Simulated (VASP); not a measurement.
Write the native input for VASP 6.6.1 that does the following.

```yaml
Task: single point
Functional: LDA
Potentials_or_basis: VASP PAW LDA potentials, release 64 (Ba_sv, S)
Cutoff: 520 eV
k_mesh: 7 × 7 × 7
Occupations: fermi-dirac, width 0.01 eV
Spin: no spin polarisation
Dipole_correction: no
Further_INCAR_settings: ALGO = Normal; EDIFF = 1e-06; NBANDS = 15
```

The structure of BaS lies in POSCAR:

```
BaS
1.0
    0.0000000000      3.1937500000      3.2576250000
    3.1937500000      0.0000000000      3.2576250000
    3.1937500000      3.1937500000      0.0000000000
Ba S
1 1
Direct
    0.0000000000      0.0000000000      0.0000000000
    0.5000000000      0.5000000000      0.5000000000
```

This cell differs from its parent crystal: zz strain of +2 %.

The input as run:

INCAR

```
SYSTEM = BaS
PREC = Accurate ; ENCUT = 520
EDIFF = 1E-6 ; ISMEAR = -1
SIGMA = 0.01 ; LREAL = .FALSE.
LASPH = .TRUE. ; NELM = 100
ALGO = Normal ; ISIF = 2
LWAVE = .FALSE. ; LCHARG = .FALSE.
GGA = CA ; NBANDS = 15
```

KPOINTS

```
Automatic mesh
0
G
  7 7 7
  0 0 0
```

Potentials or basis: VASP PAW LDA potentials, release 64 (Ba_sv, S).

The run is started by

```bash
$ cat potpaw_LDA.64/Ba_sv/POTCAR potpaw_LDA.64/S/POTCAR > POTCAR
$ mpirun -np 1 vasp_std > vasp.out
```

It gave:

- Pressure: -2.6 GPa
- Band gap on the k mesh: 1.97 eV, indirect (least direct gap 2.13 eV)

Caveat: the cell differs from its parent crystal (zz strain of +2 %); spin-orbit coupling is left out, which moves the levels of the heavy elements.

Run time: 30 s on 1 thread of Intel(R) Xeon(R) Platinum 8259CL CPU @ 2.50GHz (Skylake/Cascade Lake), on a shared host, peak memory 0.19 GiB.
